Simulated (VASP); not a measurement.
The system is V.

```xyz
1
Lattice="-1.5130 1.5130 1.5130 1.5130 -1.5130 1.5130 1.5130 1.5130 -1.5130" Properties=species:S:1:pos:R:3 pbc="T T T"
V     0.0000    0.0000    0.0000
```

```yaml
Program: VASP 6.6.1
Task: relaxation of cell and atoms
Functional: PBE
Potentials_or_basis: VASP PAW PBE potentials, release 64 (V_sv)
Cutoff: 600 eV
k_mesh: 20 × 20 × 20
Occupations: gaussian, width 0.1 eV
Spin: no spin polarisation
```

At the start: pressure -4.9 GPa; volume 13.85 Å³/atom.

Where does the relaxation end?

Over 6 steps the energy falls by 5.9 meV/atom and the volume is 13.47 Å³/atom (-2.8 %); space group Im-3m (No. 229, to 0.05 Å).

Step by step:
```csv
step,energy change (eV),largest force (eV/Å),pressure (GPa),volume (Å³)
1,0.0000,0.0000,-4.86,13.85
2,0.0028,0.0000,6.51,13.03
3,-0.0059,0.0000,-0.06,13.47
4,-0.0059,0.0000,0.10,13.47
5,-0.0059,0.0000,-0.13,13.48
6,-0.0059,0.0000,0.03,13.47
```

Final structure:
```xyz
1
Lattice="-1.4989 1.4989 1.4989 1.4989 -1.4989 1.4989 1.4989 1.4989 -1.4989" Properties=species:S:1:pos:R:3 pbc="T T T"
V     0.0000    0.0000    0.0000
```
